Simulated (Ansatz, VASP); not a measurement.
CdS in VASP and in Ansatz

```
CELL_PARAMETERS angstrom
0.00000 2.83062 2.83062
2.83062 0.00000 2.83062
2.83062 2.83062 0.00000
ATOMIC_POSITIONS crystal
Cd 0.00000 0.00000 0.00000
S 0.75000 0.75000 0.75000
```

Alike in both runs: task single point; functional PBE; k mesh 8 × 8 × 8; occupations gaussian, width 0.02 eV; no spin polarisation.

```csv
,VASP,Ansatz
version,VASP 6.6.1,Ansatz 0.2.0
potentials or method,"VASP PAW PBE potentials, release 64 (Cd, S), cutoff 520 eV","scalar-relativistic, plane waves, PAW"
valence electrons in the cell,18,26
```

```tsv
	VASP	Ansatz	Ansatz less VASP
gap on the k mesh at the Fermi level (eV)	1.34	1.33	-0.011
least direct gap on the mesh (eV)	1.34	1.33	-0.011
pressure (GPa)	10.6	10.1	-0.53
```

VASP's potentials hold 18 valence electrons a cell and Ansatz's 26, so a difference there can come from the potentials and not from the codes.
